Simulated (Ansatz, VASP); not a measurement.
# Two plane-wave programs on Ta2N

```
Ta N
1.0
     5.09638    0.00000    0.00000
    -2.54819    4.41360    0.00000
     0.00000    0.00000    5.14072
Ta N
6 3
Direct
  0.69083 0.69083 0.75260
  0.00000 0.30917 0.75260
  0.30917 0.00000 0.75260
  0.30917 0.30917 0.24740
  0.00000 0.69083 0.24740
  0.69083 0.00000 0.24740
  0.66667 0.33333 0.50000
  0.33333 0.66667 0.50000
  0.00000 0.00000 0.00000
```

Alike in both runs: task single point; functional LDA; k mesh 9 × 9 × 8; occupations gaussian, width 0.15 eV; no spin polarisation.

|  | VASP | Ansatz |
| --- | --- | --- |
| version | VASP 6.6.1 | Ansatz 0.2.0 |
| potentials or method | VASP PAW LDA potentials, release 64 (Ta_pv, N), cutoff 520 eV | scalar-relativistic, plane waves, PAW |
| valence electrons in the cell | 81 | 93 |

|  | VASP | Ansatz | Ansatz less VASP |
| --- | --- | --- | --- |
| gap on the k mesh at the Fermi level (eV) | none | none | - |
| pressure (GPa) | 8.3 | 6.6 | -1.67 |
| traceless stress, the component that is largest in VASP (GPa) | -15.35 | -15.40 | -0.045 |
| rms of the force components (eV/Å) | 2.092 | 2.072 | -0.0201 |

Ansatz warns that its potentials were made for another functional, while VASP's fit it. LDA's correlation is that of Perdew and Zunger in VASP and of Perdew and Wang (1992) in Ansatz. Atom by atom the forces differ by 0.021 eV/Å (rms over components). A gap of «none» marks a metal or a gap that the smearing closes. VASP's potentials hold 81 valence electrons a cell and Ansatz's 93, so a difference there can come from the potentials and not from the codes.

Neither program's run includes spin-orbit coupling.
